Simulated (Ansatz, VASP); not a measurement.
# One calculation of Ta, two programs

The input INCAR:

```
SYSTEM = Ta
  PREC = Accurate
  ENCUT = 520
  EDIFF = 1E-6
  ISMEAR = -1
  SIGMA = 0.08
  LREAL = .False.
  LASPH = .True.
  NELM = 80
  ALGO = Normal
  ISIF = 2
  LWAVE = .False.
  LCHARG = .True.
  LELF = .True.
  LVHAR = .True.
  NBANDS = 12
```

File KPOINTS:

```
regular mesh
0
Gamma
  18 18 18
  0 0 0
```

File POSCAR:

```
Ta
1.0
   -1.3327162359      1.3327162359      1.3327162359
    1.3327162359     -1.3327162359      1.3327162359
    1.3327162359      1.3327162359     -1.3327162359
Ta
1
Direct
    0.0000000000      0.0000000000      0.0000000000
```

Input for Ansatz:

```yaml
crystal:
  lattice:
    - [-1.3327162359, 1.3327162359, 1.3327162359]
    - [1.3327162359, -1.3327162359, 1.3327162359]
    - [1.3327162359, 1.3327162359, -1.3327162359]
  atoms:
    - { symbol: Ta, position: [0.0, 0.0, 0.0] }
kpoints:
  mp_grid: { grid: [18, 18, 18] }
scf:
  occupations: { method: fermi_dirac, width: 0.08 }
hamiltonian:
  xc: lda
  pseudopotentials: { kind: paw }
output:
  forces: true
  stress: true
  eigenvalues: true
  populations: true
```

Change from the starting cell: volume scaled by 0.55, PAW files.

Alike in both runs: task single point; functional LDA; k mesh 18 × 18 × 18; occupations fermi-dirac, width 0.08 eV; no spin polarisation.

```csv
,VASP,Ansatz
version,VASP 6.6.1,Ansatz 0.2.0
potentials or method,"VASP PAW LDA potentials, release 64 (Ta_pv)","PAW with Ansatz's default frozen-core files, scalar-relativistic"
plane-wave cutoff (eV),520,420
valence electrons in the cell,11,13
```

VASP gave:

* pressure (GPa): 423.0

Task: Which values does Ansatz return?

Result: Pressure (GPa): 410.0.

LDA's correlation is that of Perdew and Zunger in VASP and of Perdew and Wang (1992) in Ansatz. Both programs put the cell under a high pressure, so it lies far from rest at this level. VASP's potentials hold 11 valence electrons a cell and Ansatz's 13, so a difference there can come from the potentials and not from the codes.

Spin-orbit coupling is off throughout. Noted on VASP's run: the cell as given lies far from equilibrium.
